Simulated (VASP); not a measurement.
Wanted: the native input for a VASP 6.6.1 run.

- Task: single point
- Functional: PBE
- Potentials or basis: VASP PAW PBE potentials, release 64 (Mg, S)
- Cutoff: 520 eV
- k mesh: 6 × 6 × 6
- Occupations: gaussian, width 0.1 eV
- Spin: no spin polarisation
- Dipole correction: no
- Further INCAR settings: ALGO = Normal; EDIFF = 1e-07; NBANDS = 16

The structure of MgS lies in POSCAR:

```
MgS
1.0
    0.0000000000     -2.6147247329     -2.6147247329
   -2.6147247329      0.0000000000     -2.6147247329
    2.6147247329      2.6147247329     -5.2294494658
Mg S
2 2
Direct
    0.2500000000      0.2500000000      0.2500000000
    0.7500000000      0.7500000000      0.7500000000
    0.5000000000      0.5000000000      0.5000000000
    1.0000000000      1.0000000000      1.0000000000
```

These files were run (other wordings do the same):

INCAR

```
  PREC = Accurate
  ENCUT = 520
  EDIFF = 1E-7
  ISMEAR = 0
  SIGMA = 0.1
  LREAL = False
  LASPH = True
  NELM = 100
  ALGO = Normal
  ISIF = 2
  LWAVE = False
  LCHARG = True
  GGA = PE
  LELF = True
  LVHAR = True
  NBANDS = 16
```

KPOINTS

```
Automatic mesh
0
Gamma
  6 6 6
```

Potentials or basis: VASP PAW PBE potentials, release 64 (Mg, S).

The run is started by

```sh
$ cat potpaw_PBE.64/Mg/POTCAR potpaw_PBE.64/S/POTCAR > POTCAR
$ mpirun -np 1 vasp_std > vasp.out
```

Results of the run:

* Pressure: -0.3 GPa
* Band gap on the k mesh: 2.74 eV

It took 17 s on 1 thread of Intel(R) Xeon(R) 6975P-C (Granite Rapids), on a shared host, peak memory 0.19 GiB.
